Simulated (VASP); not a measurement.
The system is CoSi2.

```xyz
3
Lattice="0.0000 2.6564 2.6564 2.6564 0.0000 2.6564 2.6564 2.6564 0.0000" Properties=species:S:1:pos:R:3 pbc="T T T"
Co    0.0000    0.0000    0.0000
Si    3.9846    3.9846    3.9846
Si    1.3282    1.3282    1.3282
```

| Quantity | Value |
| --- | --- |
| Program | VASP 6.6.1 |
| Task | relaxation of cell and atoms |
| Functional | PBE |
| Potentials or basis | VASP PAW PBE potentials, release 64 (Co, Si) |
| Cutoff | 600 eV |
| k mesh | 14 × 14 × 14 |
| Occupations | gaussian, width 0.1 eV |
| Spin | no spin polarisation |

At the start: pressure 4.9 GPa; volume 12.50 Å³/atom.

**Question.** How do energy, volume and symmetry change on relaxing?

**Answer.** Over 5 steps the energy falls by 4.7 meV/atom and the volume is 12.82 Å³/atom (+2.6 %); space group Fm-3m (No. 225, to 0.05 Å).

Step by step:
```
step  energy change (eV)  largest force (eV/Å)  pressure (GPa)  volume (Å³)
   1              0.0000                0.0000            4.85        37.49
   2              0.0031                0.0000           -4.80        39.58
   3             -0.0143                0.0000            0.14        38.46
   4             -0.0142                0.0000           -0.11        38.49
   5             -0.0142                0.0000            0.06        38.45
```

Final structure:
```
Co Si
1.0
     0.00000    2.67882    2.67882
     2.67882    0.00000    2.67882
     2.67882    2.67882    0.00000
Co Si
1 2
Cartesian
  2.6788 0.0000 2.6788
  4.0182 4.0182 4.0182
  1.3394 1.3394 1.3394
```
